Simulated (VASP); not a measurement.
Write the native input for VASP 6.6.1 that does the following.

- Task: single point
- Functional: PBE
- Potentials or basis: VASP PAW PBE potentials, release 64 (Zn, S)
- Cutoff: 520 eV
- k mesh: 8 × 8 × 2
- Occupations: gaussian, width 0.05 eV
- Spin: no spin polarisation
- Dipole correction: no
- Further INCAR settings: ALGO = Normal; EDIFF = 1e-06; NBANDS = 66

The structure of ZnS lies in POSCAR:

```
ZnS
1.0
   -3.8462043731      0.0000000000      0.0000000000
   -1.9231021865     -3.3309106952      0.0000000000
   -2.4036854229     -1.3877684260     18.8985751533
Zn S
6 6
Direct
   -0.0641780032     -0.0641780032      0.7706488596
    0.4774719968      0.4774719968      0.2706488596
    0.3385531495      0.3385531495      0.6040807676
    0.8802031495      0.8802031495      0.1040807676
    0.1996403626      0.1996403626      0.9374981296
    0.7412903626      0.7412903626      0.4374981296
    0.4253954124      0.4253954124      0.3956426616
    0.8837454124      0.8837454124      0.8956426616
    0.2308688962      0.2308688962      0.0624796476
    0.6892188962      0.6892188962      0.5624796476
    0.2865747388      0.2865747388      0.7288389341
    0.8282247388      0.8282247388      0.2288389341
```

This cell differs from its parent crystal: the part above a cut slid along it.

One way to write it, as run:

INCAR

```
SYSTEM = ZnS
ALGO = Normal ; EDIFF = 1E-6
ENCUT = 520 ; GGA = PE
ISIF = 2 ; ISMEAR = 0
LASPH = .True. ; LCHARG = .True.
LELF = .True. ; LREAL = .False.
LVHAR = .True. ; LWAVE = .False.
NBANDS = 66 ; NELM = 100
PREC = Accurate ; SIGMA = 0.05
```

KPOINTS

```
k-points
0
Gamma
  8 8 2
  0 0 0
```

Potentials or basis: VASP PAW PBE potentials, release 64 (Zn, S).

The run is started by

```bash
$ cat potpaw_PBE.64/Zn/POTCAR potpaw_PBE.64/S/POTCAR > POTCAR
$ mpirun -np 1 vasp_std > vasp.out
```

It gave:

The pressure is 0.1 GPa. The largest force is 0.378 eV/Å and the band gap on the k mesh is 2.01 eV.

Caveat: the cell differs from its parent crystal (the part above a cut slid along it).

Run time: 26 min on 1 thread of Oxide Virtual Turin-like Processor (shared host), peak memory 0.62 GiB.
